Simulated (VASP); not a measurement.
A run of VASP 6.6.1:

The input INCAR:

```
SYSTEM = Os
  PREC = Accurate
  ENCUT = 560
  EDIFF = 1E-6
  ISMEAR = -1
  SIGMA = 0.1
  LREAL = .False.
  LASPH = .True.
  NELM = 120
  ALGO = Normal
  ISIF = 2
  LWAVE = .False.
  LCHARG = .False.
  NBANDS = 31
  GGA_COMPAT = .False.
```

The input KPOINTS:

```
Automatic mesh
0
Gamma
  10 10 13
  0 0 0
```

Contents of POSCAR:

```
Os
1.0
    4.0876362584      0.0000000000      0.0000000000
   -2.0438181292      3.5399968412      0.0000000000
    0.0000000000      0.0000000000      2.5675524316
Os
3
Direct
    1.0000000000      0.0000000000      1.0000000000
    0.3333333333      0.6666666667      0.5000000000
    0.6666666667      0.3333333333      0.5000000000
```

Potentials or basis: VASP PAW LDA potentials, release 64 (Os_sv_GW).

Launch:

```bash
$ cat potpaw_LDA.64/Os_sv_GW/POTCAR > POTCAR
$ mpirun -np 1 vasp_std > vasp.out
```

Hardware: 1 thread of Intel(R) Xeon(R) Platinum 8559C (Emerald Rapids), on a shared host.

Task: How long does it take, and how much memory?

Result: It took 47 s on 1 thread of Intel(R) Xeon(R) Platinum 8559C (Emerald Rapids), on a shared host, peak memory 0.21 GiB. Counts: scf iterations 13, k points 98.
